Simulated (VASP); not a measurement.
# Sb2S3 (Pnma) in VASP: single point with r2SCAN

Aim: the single point of Sb2S3 with r2SCAN.

Program: VASP 6.6.1. These are calculated values, not measurements. Logs are shortened: lines on timing, memory, paths and dates and some standing lists are left out, and cuts for length are marked.

### 1 The cell of the first run

The structure is orthorhombic, space group Pnma (No. 62). Conventional cell: a = 11.474 Å, b = 3.842 Å, c = 11.206 Å, α = 90.00°, β = 90.00°, γ = 90.00°. Sb (site symmetry m) has 7 S at 2.47 to 3.42 Å within 3.5 Å. Within 3.3 Å of Sb (site symmetry m) lie 6 S at 2.53 to 3.16 Å. S (site symmetry m) has 5 Sb at 2.54 to 3.42 Å and 8 S at 3.44 to 3.84 Å within 3.9 Å. Within 3.3 Å of S (site symmetry m) lie 5 Sb at 2.47 to 3.12 Å. Within 3.3 Å of S (site symmetry m) lie 3 Sb at 2.53 to 2.68 Å.

### 2 Single point, r2SCAN

Contents of POSCAR:

```
Sb2S3
1.0
   11.4742503611      0.0000000000      0.0000000000
    0.0000000000      3.8416509770      0.0000000000
    0.0000000000      0.0000000000     11.2061015322
Sb S
8 12
Direct
    0.8524507075      0.7500000000      0.4651344503
    0.1475492925      0.2500000000      0.5348655497
    0.6475492925      0.2500000000      0.9651344503
    0.3524507075      0.7500000000      0.0348655497
    0.9711746733      0.2500000000      0.1734027053
    0.0288253267      0.7500000000      0.8265972947
    0.5288253267      0.7500000000      0.6734027053
    0.4711746733      0.2500000000      0.3265972947
    0.8759922947      0.7500000000      0.0609187025
    0.1240077053      0.2500000000      0.9390812975
    0.6240077053      0.2500000000      0.5609187025
    0.3759922947      0.7500000000      0.4390812975
    0.0495693771      0.7500000000      0.3774422728
    0.9504306229      0.2500000000      0.6225577272
    0.4504306229      0.2500000000      0.8774422728
    0.5495693771      0.7500000000      0.1225577272
    0.2952777587      0.2500000000      0.1909133329
    0.7047222413      0.7500000000      0.8090866671
    0.2047222413      0.7500000000      0.6909133329
    0.7952777587      0.2500000000      0.3090866671
```

Contents of INCAR.step1:

```
PREC = Accurate
ENCUT = 550
ISMEAR = 0
SIGMA = 0.01
LREAL = F
LASPH = T
NELM = 120
NBANDS = 72
GGA = PE
ALGO = Normal
EDIFF = 1E-5
LWAVE = T
LCHARG = F
GGA_COMPAT = F
```

Contents of INCAR.step2:

```
PREC = Accurate
ENCUT = 550
EDIFF = 1E-6
ISMEAR = 0
SIGMA = 0.01
LREAL = F
LASPH = T
NELM = 120
ALGO = Normal
ISIF = 2
LWAVE = F
LCHARG = F
METAGGA = R2SCAN
LMIXTAU = T
NBANDS = 72
ISTART = 1
GGA_COMPAT = F
```

Contents of KPOINTS:

```
regular mesh
0
Gamma
  2 6 2
```

Potentials or basis: VASP PAW PBE potentials, release 64 (Sb, S).

Command:

```bash
$ cat potpaw_PBE.64/Sb/POTCAR potpaw_PBE.64/S/POTCAR > POTCAR
$ cp INCAR.step1 INCAR
$ mpirun -np 1 vasp_std > vasp.out
$ cp INCAR.step2 INCAR
$ mpirun -np 1 vasp_std > vasp.out
```

OUTCAR:

```text
PREC = Accurate
   ENCUT = 550
   EDIFF = 1E-6
   ISMEAR = 0
   LREAL = F
   LASPH = T
   NELM = 120
   ISIF = 2
   METAGGA = R2SCAN
   ISTART = 1

 ion  position               nearest neighbor table
   1  0.852  0.750  0.465-  13 2.47  20 2.68  20 2.68  14 2.84  14 2.84
   2  0.148  0.250  0.535-  14 2.47  19 2.68  19 2.68  13 2.84  13 2.84
   3  0.648  0.250  0.965-  15 2.47  18 2.68  18 2.68  16 2.84  16 2.84
   4  0.352  0.750  0.035-  16 2.47  17 2.68  17 2.68  15 2.84  15 2.84
   5  0.971  0.250  0.173-  20 2.53   9 2.54   9 2.54  13 3.12  13 3.12  10 3.16
   6  0.029  0.750  0.827-  19 2.53  10 2.54  10 2.54  14 3.12  14 3.12   9 3.16
   7  0.529  0.750  0.673-  18 2.53  11 2.54  11 2.54  15 3.12  15 3.12  12 3.16
   8  0.471  0.250  0.327-  17 2.53  12 2.54  12 2.54  16 3.12  16 3.12  11 3.16
   9  0.876  0.750  0.061-   5 2.54   5 2.54   6 3.16
  10  0.124  0.250  0.939-   6 2.54   6 2.54   5 3.16
  11  0.624  0.250  0.561-   7 2.54   7 2.54   8 3.16
  12  0.376  0.750  0.439-   8 2.54   8 2.54   7 3.16
  13  0.050  0.750  0.377-   1 2.47   2 2.84   2 2.84   5 3.12   5 3.12
  14  0.950  0.250  0.623-   2 2.47   1 2.84   1 2.84   6 3.12   6 3.12
  15  0.450  0.250  0.877-   3 2.47   4 2.84   4 2.84   7 3.12   7 3.12
  16  0.550  0.750  0.123-   4 2.47   3 2.84   3 2.84   8 3.12   8 3.12
  17  0.295  0.250  0.191-   8 2.53   4 2.68   4 2.68
  18  0.705  0.750  0.809-   7 2.53   3 2.68   3 2.68
  19  0.205  0.750  0.691-   6 2.53   2 2.68   2 2.68
  20  0.795  0.250  0.309-   5 2.53   1 2.68   1 2.68

  LATTYP: Found a simple orthorhombic cell.
 ALAT       =     3.8416509770
 B/A-ratio  =     2.9170014661
 C/A-ratio  =     2.9868018802

  Lattice vectors:

 A1 = (   0.0000000000,   3.8416509770,   0.0000000000)
 A2 = (   0.0000000000,   0.0000000000,  11.2061015322)
 A3 = (  11.4742503611,   0.0000000000,   0.0000000000)

Analysis of symmetry for initial positions (statically):
=====================================================================
 Subroutine PRICEL returns:
 Original cell was already a primitive cell.

 Routine SETGRP: Setting up the symmetry group for a
 simple orthorhombic supercell.

 Subroutine GETGRP returns: Found  8 space group operations
 (whereof  2 operations were pure point group operations)
 out of a pool of  8 trial point group operations.

The static configuration has the point symmetry S_2 .
 The point group associated with its full space group is D_2h.

Analysis of symmetry for dynamics (positions and initial velocities):
=====================================================================
 Subroutine PRICEL returns:
 Original cell was already a primitive cell.

 Routine SETGRP: Setting up the symmetry group for a
 simple orthorhombic supercell.

 Subroutine GETGRP returns: Found  8 space group operations
 (whereof  2 operations were pure point group operations)
 out of a pool of  8 trial point group operations.

The dynamic configuration has the point symmetry S_2 .
 The point group associated with its full space group is D_2h.

 Subroutine INISYM returns: Found  8 space group operations
 (whereof  2 operations are pure point group operations),
 and found     1 'primitive' translations

----------------------------------------------------------------------------------------

                                     Primitive cell

  volume of cell :     493.9657

  direct lattice vectors                    reciprocal lattice vectors
    11.474250361  0.000000000  0.000000000     0.087151663  0.000000000  0.000000000
     0.000000000  3.841650977  0.000000000     0.000000000  0.260304751  0.000000000
     0.000000000  0.000000000 11.206101532     0.000000000  0.000000000  0.089237100

  length of vectors
    11.474250361  3.841650977 11.206101532     0.087151663  0.260304751  0.089237100

  position of ions in fractional coordinates (direct lattice)
     0.852450707  0.750000000  0.465134450
     0.147549293  0.250000000  0.534865550
     0.647549293  0.250000000  0.965134450
     0.352450707  0.750000000  0.034865550
     0.971174673  0.250000000  0.173402705
     0.028825327  0.750000000  0.826597295
[... 12 lines left out ...]
     0.204722241  0.750000000  0.690913333
     0.795277759  0.250000000  0.309086667

  ion indices of the primitive-cell ions
   primitive index   ion index
                 1           1
                 2           2
                 3           3
                 4           4
                 5           5
                 6           6
[... 12 lines left out ...]
                19          19
                20          20

----------------------------------------------------------------------------------------

 KPOINTS: regular mesh

Automatic generation of k-mesh.
 Grid dimensions read from file:
 generate k-points for:    2    6    2

 Generating k-lattice:

  Cartesian coordinates                     Fractional coordinates (reciprocal lattice)
     0.043575831  0.000000000  0.000000000     0.500000000  0.000000000  0.000000000
     0.000000000  0.043384125  0.000000000     0.000000000  0.166666667  0.000000000
     0.000000000  0.000000000  0.044618550     0.000000000  0.000000000  0.500000000

  Length of vectors
     0.043575831  0.043384125  0.044618550

  Shift w.r.t. Gamma in fractional coordinates (k-lattice)
     0.000000000  0.000000000  0.000000000

 Subroutine IBZKPT returns following result:
 ===========================================

 Found     16 irreducible k-points:

 Following reciprocal coordinates:
            Coordinates               Weight
  0.000000  0.000000  0.000000      1.000000
  0.500000  0.000000  0.000000      1.000000
  0.000000  0.166667  0.000000      2.000000
  0.500000  0.166667  0.000000      2.000000
  0.000000  0.333333  0.000000      2.000000
  0.500000  0.333333  0.000000      2.000000
[... 8 lines left out ...]
  0.000000  0.500000  0.500000      1.000000
  0.500000  0.500000  0.500000      1.000000
   k-points           NKPTS =     16   k-points in BZ     NKDIM =     16   number of bands    NBANDS=     72
   number of dos      NEDOS =    301   number of ions     NIONS =     20
   total plane-waves  NPLWV = 243000
   dimension x,y,z NGX =    90 NGY =   30 NGZ =   90
   dimension x,y,z NGXF=   180 NGYF=   60 NGZF=  180
   ions per type =               8  12
   NGX,Y,Z   is equivalent  to a cutoff of  13.04, 12.98, 13.35 a.u.
   NGXF,Y,Z  is equivalent  to a cutoff of  26.08, 25.96, 26.70 a.u.
 SYSTEM =  unknown system
   PREC   = accura    normal or accurate (medium, high low for compatibility)
   ISTART =      1    job   : 0-new  1-cont  2-samecut
   ICHARG =      0    charge: 1-file 2-atom 10-const
   ISPIN  =      1    spin polarized calculation?
   LNONCOLLINEAR =      F non collinear calculations
   LSORBIT =      F    spin-orbit coupling
   LASPH  =      T    aspherical Exc in radial PAW
   ENCUT  =  550.0 eV  40.42 Ry    6.36 a.u.  21.94  7.35 21.43*2*pi/ulx,y,z
   NELM   =    120;   NELMIN=  2; NELMDL=  0     # of ELM steps
   EDIFF  = 0.1E-05   stopping-criterion for ELM
   LREAL  =      F    real-space projection
   EDIFFG = 0.1E-04   stopping-criterion for IOM
   NSW    =      0    number of steps for IOM
   IBRION =     -1    ionic relax: 0-MD 1-quasi-New 2-CG
   NFREE  =      0    steps in history (QN), initial steepest desc. (CG)
   ISIF   =      2    stress and relaxation
   ISYM   =      2    0-nonsym 1-usesym 2-fastsym
   POTIM  = 0.5000    time-step for ionic-motion
   TEBEG  =    0.0;   TEEND  =   0.0 temperature during run
   PSTRESS=    0.0 pullay stress
   NELECT =     112.0000    total number of electrons
   NUPDOWN=      -1.0000    fix difference up-down
   EMIN   =  10.00;   EMAX   =-10.00  energy-range for DOS
   EFERMI =   0.00;   METHOD = LEGACY
   ISMEAR =     0;   SIGMA  =   0.01  broadening in eV -4-tet -1-fermi 0-gaus
   EFERMI_NEDOS =   21; number of points for ismear=-14 and -15
   IALGO  =     38    algorithm
   IMIX   =      4    mixing-type and parameters
     AMIX     =   0.40;   BMIX     =  1.00
     AMIX_MAG =   1.60;   BMIX_MAG =  1.00
  volume/ion in A,a.u.               =      24.70       166.67
  Fermi-wavevector in a.u.,A,eV,Ry     =   0.998271  1.886459 13.558825  0.996546
  Thomas-Fermi vector in A             =   2.130484
   LORBIT       =      0    0 simple, 1 ext, 2 COOP (PROOUT), +10 PAW based schemes
   METAGGA = R2SCAN    functional components
   LHFCALC =     F    Hartree Fock is set to
   AEXX    =    0.0000 exact exchange contribution
   IVDW    =     0    specifies the selected vdW correction
   LEPSILON=     F    determine dielectric tensor
   LRPA    =     F    only Hartree local field effects (RPA)
 non-spin polarized calculation
 Gauss-broadening in eV      SIGMA  =   0.01
  energy-cutoff  :      550.00
  volume of cell :      493.97
 maximum number of plane-waves:     14520
 NGX is ok and might be reduce to    90
   NGX = 43   NGY = 15   NGZ = 43

 number of electron     111.9999989 magnetization

 Free energy of the ion-electron system (eV)
  ---------------------------------------------------
  ext. energy  EPLUGINS =         0.00000000
  ---------------------------------------------------
  free energy    TOTEN  =      -307.71859339 eV

  energy without entropy =     -307.71859339  energy(sigma->0) =     -307.71859339

 E-fermi :   5.0151     XC(G=0):  -9.8147

 val. band max:        4.9629606291   @ k =   0.0000   0.0000   0.0000
 cond. band min:       6.4347945306   @ k =   0.0000   0.0000   0.5000
 fundamental gap:      1.4718339015
 Fermi energy:         5.0151034398

 k-point     1 :       0.0000    0.0000    0.0000
  band No.  band energies     occupation
      1      -9.9937      2.00000
      2      -9.7526      2.00000
      3      -9.2665      2.00000
      4      -9.1604      2.00000
      5      -9.0396      2.00000
      6      -8.8444      2.00000
[... 60 lines left out ...]
     67       7.9325      0.00000
     68       8.1373      0.00000
[... 1063 lines left out ...]
     67       8.6418      0.00000
     68       8.6418      0.00000
 [bands above 68 left out]

------------------------ aborting loop because EDIFF is reached ----------------------------------------

  FORCE on cell =-STRESS in cart. coord.  units (eV):
  Direction    XX          YY          ZZ          XY          YZ          ZX
  --------------------------------------------------------------------------------------
  -------------------------------------------------------------------------------------
  Total        2.7242879      2.2147792      2.4038646      0.0000000      0.0000000      0.0000000
  in kB        8.8362259      7.1836348      7.7969330      0.0000000      0.0000000      0.0000000
  external PRESSURE =       7.9389312 kB  Pullay stress =       0.0000000 kB

 VOLUME and BASIS-vectors are now :
 -----------------------------------------------------------------------------
  energy-cutoff  :      550.00
  volume of cell :      493.97
      direct lattice vectors                 reciprocal lattice vectors
    11.474250361  0.000000000  0.000000000     0.087151663  0.000000000  0.000000000
     0.000000000  3.841650977  0.000000000     0.000000000  0.260304751  0.000000000
     0.000000000  0.000000000 11.206101532     0.000000000  0.000000000  0.089237100

 POSITION                                       TOTAL-FORCE (eV/Angst)
 -----------------------------------------------------------------------------------
      9.78123      2.88124      5.21234         0.017983      0.000000     -0.008622
      1.69302      0.96041      5.99376        -0.017983     -0.000000      0.008622
      7.43014      0.96041     10.81539        -0.017983     -0.000000     -0.008622
      4.04411      2.88124      0.39071         0.017983      0.000000      0.008622
     11.14350      0.96041      1.94317        -0.016219     -0.000000      0.010745
      0.33075      2.88124      9.26293         0.016219      0.000000     -0.010745
[... 12 lines left out ...]
      2.34903      2.88124      7.74244        -0.026363     -0.000000     -0.019069
      9.12522      0.96041      3.46366         0.026363      0.000000      0.019069
 -----------------------------------------------------------------------------------
    total drift:                                0.000000      0.000000      0.000000

  FREE ENERGIE OF THE ION-ELECTRON SYSTEM (eV)
  ---------------------------------------------------
  free  energy   TOTEN  =      -307.7185933854 eV

  energy  without entropy=     -307.7185933854  energy(sigma->0) =     -307.71859339
```

It took 26 min on 1 thread of Intel Xeon 6975P-C (Granite Rapids), shared host; peak memory 0.86 GiB.

Results:

- Free energy: -307.7186 eV
- Pressure: 0.8 GPa
- Largest force: 0.033 eV/Å
- Band gap on the k mesh: 1.47 eV (least direct gap 1.60 eV)

Forces in eV/Å, atoms in the order of the input:
```
Sb   0.018  0.000 -0.009
Sb  -0.018  0.000  0.009
Sb  -0.018  0.000 -0.009
Sb   0.018  0.000  0.009
Sb  -0.016  0.000  0.011
Sb   0.016  0.000 -0.011
Sb   0.016  0.000  0.011
Sb  -0.016  0.000 -0.011
S    0.010  0.000  0.003
S   -0.010  0.000 -0.003
S   -0.010  0.000  0.003
S    0.010  0.000 -0.003
S   -0.004  0.000  0.009
S    0.004  0.000 -0.009
S    0.004  0.000  0.009
S   -0.004  0.000 -0.009
S    0.026  0.000 -0.019
S   -0.026  0.000  0.019
S   -0.026  0.000 -0.019
S    0.026  0.000  0.019
```

Stress tensor (GPa, compression positive):
```
0.88 0.00 0.00
0.00 0.72 0.00
0.00 0.00 0.78
```

Caveat: the PAW data sets were made with another functional, which shifts forces and pressure a little; spin-orbit coupling is left out, which moves the levels of the heavy elements. A k mesh can miss the band edges.
